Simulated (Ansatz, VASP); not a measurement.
# One calculation of Pt, two programs

```
Pt
1.0
     0.00000   -1.95790   -1.95790
     0.00000    1.95790   -1.95790
     3.91580    0.00000    0.00000
Pt
2
Direct
  0.50000 0.50000 0.50638
  0.00000 0.00000 0.99362
```

Change from the starting cell: mode 6 (200.8 1/cm) frozen in, largest displacement +0.025 Å.

Alike in both runs: task single point; functional PBE; k mesh 18 × 18 × 12; occupations gaussian, width 0.15 eV; no spin polarisation.

|  | VASP | Ansatz |
| --- | --- | --- |
| version | VASP 6.6.1 | Ansatz 0.2.0 |
| potentials or method | VASP PAW PBE potentials, release 64 (Pt), cutoff 520 eV | scalar-relativistic, plane waves, PAW |
| valence electrons in the cell | 20 | 36 |

|  | VASP | Ansatz | Ansatz less VASP |
| --- | --- | --- | --- |
| gap on the k mesh at the Fermi level (eV) | none | none | - |
| pressure (GPa) | 11.5 | 12.0 | +0.54 |
| traceless stress, the component that is largest in VASP (GPa) | -0.10 | -0.10 | 0.000 |
| rms of the force components (eV/Å) | 0.415 | 0.418 | +0.0035 |

Atom by atom the forces differ by 0.003 eV/Å (rms over components). A gap of «none» marks a metal or a gap that the smearing closes. VASP's potentials hold 20 valence electrons a cell and Ansatz's 36, so a difference there can come from the potentials and not from the codes.

Spin-orbit coupling is off throughout.
